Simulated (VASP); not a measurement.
# Al (C222_1) in VASP: further runs

Al is run at these levels: PBE+D3(BJ); tasks: single point.

Program: VASP 6.6.1. These are calculated values, not measurements. Logs are shortened: lines on timing, memory, paths and dates and some standing lists are left out, and cuts for length are marked.

## 1. The cell of the first run

The structure is orthorhombic, space group C222_1 (No. 20). The conventional cell has a = 2.739 Å, b = 4.745 Å, c = 9.241 Å, α = 90.00°, β = 90.00°, γ = 90.00°. Al (site symmetry 2) has 12 Al at 2.74 to 2.86 Å within 3.6 Å. Al (site symmetry 2) has 12 Al at 2.74 to 2.86 Å within 3.6 Å.

## 2. Single point, PBE+D3(BJ) (atoms displaced along a vibrational mode, the cell strained)

INCAR

```
  PREC = Accurate
  ENCUT = 520
  EDIFF = 1E-6
  ISMEAR = 0
  SIGMA = 0.15
  LREAL = F
  LASPH = T
  NELM = 60
  ALGO = Fast
  ISIF = 2
  LWAVE = F
  LCHARG = T
  GGA = PE
  IVDW = 12
  LELF = T
  LVHAR = T
  NBANDS = 14
```

KPOINTS

```
Automatic mesh
0
Gamma
  18 18 4
```

POSCAR

```
Al
1.0
    2.7392771904      0.0000000000      0.0000000000
   -1.3696385952      2.3722836349      0.0000000000
    0.0000000000      0.0000000000      9.2410470711
Al
4
Direct
   -0.0431349629      0.0000000000      0.0000000000
    0.3333333333      0.6666666667      0.2500000000
    0.0431349629      0.0000000000      0.5000000000
    0.6666666667      0.3333333333      0.7500000000
```

Potentials or basis: VASP PAW PBE potentials, release 64 (Al).

Launch:

```bash
> cat potpaw_PBE.64/Al/POTCAR > POTCAR
> mpirun -np 1 vasp_std > vasp.out
```

OUTCAR:

```text
PREC = Accurate
   ENCUT = 520
   EDIFF = 1E-6
   ISMEAR = 0
   LREAL = F
   LASPH = T
   NELM = 60
   ISIF = 2
   GGA = PE
   IVDW = 12
 IVDW          = 12

 ion  position               nearest neighbor table
   1  0.957  0.000  0.000-   4 2.74   2 2.74   2 2.80   4 2.80   2 2.86   4 2.86
   2  0.333  0.667  0.250-   3 2.74   1 2.74   1 2.80   3 2.80   1 2.86   3 2.86
   3  0.043  0.000  0.500-   2 2.74   4 2.74   4 2.80   2 2.80   4 2.86   2 2.86
   4  0.667  0.333  0.750-   1 2.74   3 2.74   3 2.80   1 2.80   3 2.86   1 2.86

  LATTYP: Found a hexagonal cell.
 ALAT       =     2.7392771904
 C/A-ratio  =     3.3735348520

  Lattice vectors:

 A1 = (   2.7392771904,   0.0000000000,   0.0000000000)
 A2 = (  -1.3696385952,   2.3722836349,   0.0000000000)
 A3 = (   0.0000000000,   0.0000000000,   9.2410470711)

Analysis of symmetry for initial positions (statically):
=====================================================================
 Subroutine PRICEL returns:
 Original cell was already a primitive cell.

 Routine SETGRP: Setting up the symmetry group for a
 hexagonal supercell.

 Subroutine GETGRP returns: Found  4 space group operations
 (whereof  2 operations were pure point group operations)
 out of a pool of 24 trial point group operations.

The static configuration has the point symmetry C_2 .
 The point group associated with its full space group is D_2 .

Analysis of symmetry for dynamics (positions and initial velocities):
=====================================================================
 Subroutine PRICEL returns:
 Original cell was already a primitive cell.

 Routine SETGRP: Setting up the symmetry group for a
 hexagonal supercell.

 Subroutine GETGRP returns: Found  4 space group operations
 (whereof  2 operations were pure point group operations)
 out of a pool of 24 trial point group operations.

The dynamic configuration has the point symmetry C_2 .
 The point group associated with its full space group is D_2 .

 Subroutine INISYM returns: Found  4 space group operations
 (whereof  2 operations are pure point group operations),
 and found     1 'primitive' translations

----------------------------------------------------------------------------------------

                                     Primitive cell

  volume of cell :      60.0515

  direct lattice vectors                    reciprocal lattice vectors
     2.739277190  0.000000000  0.000000000     0.365059806  0.210767377  0.000000000
    -1.369638595  2.372283635  0.000000000     0.000000000  0.421534755  0.000000000
     0.000000000  0.000000000  9.241047071     0.000000000  0.000000000  0.108212846

  length of vectors
     2.739277190  2.739277190  9.241047071     0.421534755  0.421534755  0.108212846

  position of ions in fractional coordinates (direct lattice)
     0.956865037  0.000000000  0.000000000
     0.333333333  0.666666667  0.250000000
     0.043134963  0.000000000  0.500000000
     0.666666667  0.333333333  0.750000000

  ion indices of the primitive-cell ions
   primitive index   ion index
                 1           1
                 2           2
                 3           3
                 4           4

----------------------------------------------------------------------------------------

 KPOINTS: Automatic mesh

Automatic generation of k-mesh.
 Grid dimensions read from file:
 generate k-points for:   18   18    4

 Generating k-lattice:

  Cartesian coordinates                     Fractional coordinates (reciprocal lattice)
     0.020281100  0.011709299  0.000000000     0.055555556 -0.000000000  0.000000000
     0.000000000  0.023418597  0.000000000     0.000000000  0.055555556  0.000000000
     0.000000000  0.000000000  0.027053211     0.000000000  0.000000000  0.250000000

  Length of vectors
     0.023418597  0.023418597  0.027053211

  Shift w.r.t. Gamma in fractional coordinates (k-lattice)
     0.000000000  0.000000000  0.000000000

 Subroutine IBZKPT returns following result:
 ===========================================

 Found    273 irreducible k-points:

 Following reciprocal coordinates:
            Coordinates               Weight
  0.000000  0.000000  0.000000      1.000000
  0.055556  0.000000  0.000000      4.000000
  0.000000  0.055556  0.000000      2.000000
  0.111111  0.000000  0.000000      4.000000
  0.000000  0.111111  0.000000      2.000000
  0.166667  0.000000  0.000000      4.000000
[... 16 lines left out ...]
 -0.055556  0.166667  0.000000      4.000000
 -0.166667  0.111111  0.000000      4.000000
 [... further k-points ...]
   k-points           NKPTS =    273   k-points in BZ     NKDIM =    273   number of bands    NBANDS=     14
   number of dos      NEDOS =    301   number of ions     NIONS =      4
   total plane-waves  NPLWV =  28000
   dimension x,y,z NGX =    20 NGY =   20 NGZ =   70
   dimension x,y,z NGXF=    40 NGYF=   40 NGZF=  140
   ions per type =               4
   NGX,Y,Z   is equivalent  to a cutoff of  12.14, 12.14, 12.59 a.u.
   NGXF,Y,Z  is equivalent  to a cutoff of  24.28, 24.28, 25.19 a.u.
 SYSTEM =  unknown system
   PREC   = accura    normal or accurate (medium, high low for compatibility)
   ISTART =      0    job   : 0-new  1-cont  2-samecut
   ICHARG =      2    charge: 1-file 2-atom 10-const
   ISPIN  =      1    spin polarized calculation?
   LNONCOLLINEAR =      F non collinear calculations
   LSORBIT =      F    spin-orbit coupling
   LASPH  =      T    aspherical Exc in radial PAW
   ENCUT  =  520.0 eV  38.22 Ry    6.18 a.u.   5.09  5.09 17.18*2*pi/ulx,y,z
   NELM   =     60;   NELMIN=  2; NELMDL= -5     # of ELM steps
   EDIFF  = 0.1E-05   stopping-criterion for ELM
   LREAL  =      F    real-space projection
   EDIFFG = 0.1E-04   stopping-criterion for IOM
   NSW    =      0    number of steps for IOM
   IBRION =     -1    ionic relax: 0-MD 1-quasi-New 2-CG
   NFREE  =      0    steps in history (QN), initial steepest desc. (CG)
   ISIF   =      2    stress and relaxation
   ISYM   =      2    0-nonsym 1-usesym 2-fastsym
   POTIM  = 0.5000    time-step for ionic-motion
   TEBEG  =    0.0;   TEEND  =   0.0 temperature during run
   PSTRESS=    0.0 pullay stress
   NELECT =      12.0000    total number of electrons
   NUPDOWN=      -1.0000    fix difference up-down
   EMIN   =  10.00;   EMAX   =-10.00  energy-range for DOS
   EFERMI =   0.00;   METHOD = LEGACY
   ISMEAR =     0;   SIGMA  =   0.15  broadening in eV -4-tet -1-fermi 0-gaus
   EFERMI_NEDOS =   21; number of points for ismear=-14 and -15
   IALGO  =     68    algorithm
   IMIX   =      4    mixing-type and parameters
     AMIX     =   0.40;   BMIX     =  1.00
     AMIX_MAG =   1.60;   BMIX_MAG =  1.00
  volume/ion in A,a.u.               =      15.01       101.31
  Fermi-wavevector in a.u.,A,eV,Ry     =   0.957107  1.808671 12.463678  0.916054
  Thomas-Fermi vector in A             =   2.086096
   LORBIT       =      0    0 simple, 1 ext, 2 COOP (PROOUT), +10 PAW based schemes
   GGA     = PE    functional components
   LHFCALC =     F    Hartree Fock is set to
   AEXX    =    0.0000 exact exchange contribution
   IVDW    =    12    specifies the selected vdW correction
   LEPSILON=     F    determine dielectric tensor
   LRPA    =     F    only Hartree local field effects (RPA)
 non-spin polarized calculation
 RMM-DIIS sequential band-by-band and
 Gauss-broadening in eV      SIGMA  =   0.15
  energy-cutoff  :      520.00
  volume of cell :       60.05
 maximum number of plane-waves:      1639
   NGX = 11   NGY = 11   NGZ = 35

 number of electron      12.0000000 magnetization

 Free energy of the ion-electron system (eV)
  ---------------------------------------------------
  ext. energy  EPLUGINS =         0.00000000
  ---------------------------------------------------
  free energy    TOTEN  =       -14.75564275 eV

  energy without entropy =      -14.73582390  energy(sigma->0) =      -14.74573333

 E-fermi :   8.9932     XC(G=0): -10.5431

 val. band max:        8.9908460496   @ k =   0.5000   0.2778   0.0000
 cond. band min:       8.9934474982   @ k =   0.5000   0.3333   0.2500
 fundamental gap:      0.0026014486
 Fermi energy:         8.9932117035

 k-point     1 :       0.0000    0.0000    0.0000
  band No.  band energies     occupation
      1      -2.7838      2.00000
      2      -1.0655      2.00000
      3      -1.0595      2.00000
      4       3.8628      2.00000
      5       4.0974      2.00000
      6      12.0245      0.00000
      7      12.0336      0.00000
      8      20.9618      0.00000
      9      20.9711      0.00000
     10      20.9869      0.00000
     11      20.9994      0.00000
     12      21.2511      0.00000
     13      21.8888      0.00000
     14      21.9046      0.00000

 k-point     2 :       0.0556    0.0000    0.0000
  band No.  band energies     occupation
      1      -2.7027      2.00000
      2      -0.9855      2.00000
      3      -0.9794      2.00000
      4       3.9377      2.00000
      5       4.1761      2.00000
      6      12.0899      0.00000
      7      12.1011      0.00000
      8      19.1360      0.00000
      9      19.8299      0.00000
     10      20.3434      0.00000
     11      20.4806      0.00000
     12      21.0170      0.00000
     13      21.1614      0.00000
     14      21.1918      0.00000
[... 343 lines left out ...]
      1      -2.2171      2.00000
      2      -0.5062      2.00000
      3      -0.5003      2.00000
      4       4.3871      2.00000
      5       4.6446      2.00000
      6      12.4517      0.00000
      7      12.4913      0.00000
      8      15.8770      0.00000
      9      16.9613      0.00000
     10      17.2354      0.00000
     11      17.3353      0.00000
     12      18.5953      0.00000
     13      18.7715      0.00000
     14      20.8426      0.00000

 k-point    24 :      -0.1667    0.1111    0.0000
  band No.  band energies     occupation
      1      -2.2171      2.00000
      2      -0.5062      2.00000
      3      -0.5003      2.00000
      4       4.3870      2.00000
      5       4.6447      2.00000
      6      12.4510      0.00000
      7      12.4892      0.00000
      8      15.8890      0.00000
      9      16.9587      0.00000
     10      17.2336      0.00000
     11      17.3226      0.00000
     12      18.5982      0.00000
     13      18.7702      0.00000
     14      20.8416      0.00000

 [... further k-points ...]

------------------------ aborting loop because EDIFF is reached ----------------------------------------

 Edisp (eV)   -1.48433

 E8    (eV) :    -0.6648

  FORCE on cell =-STRESS in cart. coord.  units (eV):
  Direction    XX          YY          ZZ          XY          YZ          ZX
  --------------------------------------------------------------------------------------
  -------------------------------------------------------------------------------------
  Total       2.45213     2.44399     1.33636     0.00000     0.00000     0.00000
  in kB      65.42296    65.20582    35.65411     0.00000     0.00000     0.00000
  external pressure =       55.43 kB  Pullay stress =        0.00 kB

 VOLUME and BASIS-vectors are now :
 -----------------------------------------------------------------------------
  energy-cutoff  :      520.00
  volume of cell :       60.05
      direct lattice vectors                 reciprocal lattice vectors
     2.739277190  0.000000000  0.000000000     0.365059806  0.210767377  0.000000000
    -1.369638595  2.372283635  0.000000000     0.000000000  0.421534755  0.000000000
     0.000000000  0.000000000  9.241047071     0.000000000  0.000000000  0.108212846

 POSITION                                       TOTAL-FORCE (eV/Angst)
 -----------------------------------------------------------------------------------
      2.62112      0.00000      0.00000         0.109808      0.000000      0.000000
     -0.00000      1.58152      2.31026         0.000000     -0.022299      0.000000
      0.11816      0.00000      4.62052        -0.109808      0.000000      0.000000
      1.36964      0.79076      6.93079         0.000000      0.022299      0.000000
 -----------------------------------------------------------------------------------
    total drift:                               -0.000000     -0.000000      0.000000

  FREE ENERGIE OF THE ION-ELECTRON SYSTEM (eV)
  ---------------------------------------------------
  free  energy   TOTEN  =       -16.2399754028 eV

  energy  without entropy=      -16.2201565481  energy(sigma->0) =      -16.23006598
```

It took 2.6 min on 1 thread of Intel Xeon 8259CL, shared host; peak memory 0.3 GiB.

What came out:

- Free energy: -16.2400 eV
- Pressure: 5.5 GPa
- Largest force: 0.110 eV/Å
- Band gap on the k mesh: zero (bands 6 and 7 overlap by 5.18 eV)
- Dispersion energy per atom: -0.371 eV

Forces on the atoms (eV/Å):
```
Al   0.110  0.000  0.000
Al   0.000 -0.022  0.000
Al  -0.110  0.000  0.000
Al   0.000  0.022  0.000
```

Caveat: the cell differs from its parent crystal (atoms displaced along a vibrational mode, the cell strained); the cell stands under pressure.

(Continued in part 2 of 2.)
